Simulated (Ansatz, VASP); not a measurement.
# BP in VASP and in Ansatz

The input POSCAR:

```
BP
1.0
    0.0000000000      2.2690000000      2.2690000000
    2.2690000000      0.0000000000      2.2690000000
    2.2690000000      2.2690000000      0.0000000000
P B
1 1
Direct
    0.7500000000      0.7500000000      0.7500000000
    0.0000000000      0.0000000000      0.0000000000
```

Contents of INCAR.step1:

```
SYSTEM = BP
PREC = Accurate
ENCUT = 520
EDIFF = 1E-5
ISMEAR = -1
SIGMA = 0.05
LREAL = .FALSE.
LASPH = .TRUE.
NELM = 80
ALGO = Normal
ISIF = 2
LWAVE = .TRUE.
LCHARG = .FALSE.
NBANDS = 11
GGA = PE
```

INCAR.step2

```
SYSTEM = BP
PREC = Accurate
ENCUT = 520
EDIFF = 1E-7
ISMEAR = -1
SIGMA = 0.05
LREAL = .FALSE.
LASPH = .TRUE.
NELM = 80
ALGO = Normal
ISIF = 2
LWAVE = .FALSE.
LCHARG = .FALSE.
METAGGA = R2SCAN
LHFCALC = .TRUE.
AEXX = 0.25
LMIXTAU = .TRUE.
PRECFOCK = Normal
NBANDS = 11
ISTART = 1
```

The input KPOINTS:

```
Automatic mesh
0
G
  5 5 5
  0 0 0
```

input.yaml

```yaml
crystal:
  lattice:
    - [0.0, 2.269, 2.269]
    - [2.269, 0.0, 2.269]
    - [2.269, 2.269, 0.0]
  atoms:
    - { symbol: P, position: [0.75, 0.75, 0.75] }
    - { symbol: B, position: [0.0, 0.0, 0.0] }
hamiltonian:
  xc: r2scan0
  pseudopotentials: { kind: paw }
kpoints:
  mp_grid: { grid: [5, 5, 5] }
  band_path:
    path:
      - [[0.0, 0.0, 0.0], [0.5, 0.0, 0.5], [0.5, 0.25, 0.75], [0.375, 0.375, 0.75], [0.0, 0.0, 0.0], [0.5, 0.5, 0.5], [0.625, 0.25, 0.625], [0.5, 0.25, 0.75], [0.5, 0.5, 0.5], [0.375, 0.375, 0.75]]
      - [[0.625, 0.25, 0.625], [0.5, 0.0, 0.5]]
    npoints: 4
scf:
  occupations: { method: fermi_dirac, width: 0.05 }
  n_extra_bands: 6
output:
  forces: true
  stress: true
  eigenvalues: true
  fatbands: false
  write_density: true
  write_potential: true
  elf: true
  volumetric_format: npy
```

Alike in both runs: functional r2SCAN0; k mesh 5 × 5 × 5; occupations fermi-dirac, width 0.05 eV; no spin polarisation.

|  | VASP | Ansatz |
| --- | --- | --- |
| version | VASP 6.6.1 | Ansatz 0.2.0 |
| potentials or method | VASP PAW PBE potentials, release 64 (P, B) | Ansatz PAW |
| plane-wave cutoff (eV) | 520 | 500 |
| valence electrons in the cell | 8 | 8 |
| task | single point | band structure |

```tsv
	VASP	Ansatz	Ansatz less VASP
gap on the k mesh at the Fermi level (eV)	2.82	2.76	-0.058
least direct gap on the mesh (eV)	5.19	5.12	-0.068
pressure (GPa)	-2.6	-1.9	+0.76
```

VASP's potentials were made for PBE, not for r2SCAN0.

The k mesh is coarse, so the values compare programs but aren't converged.
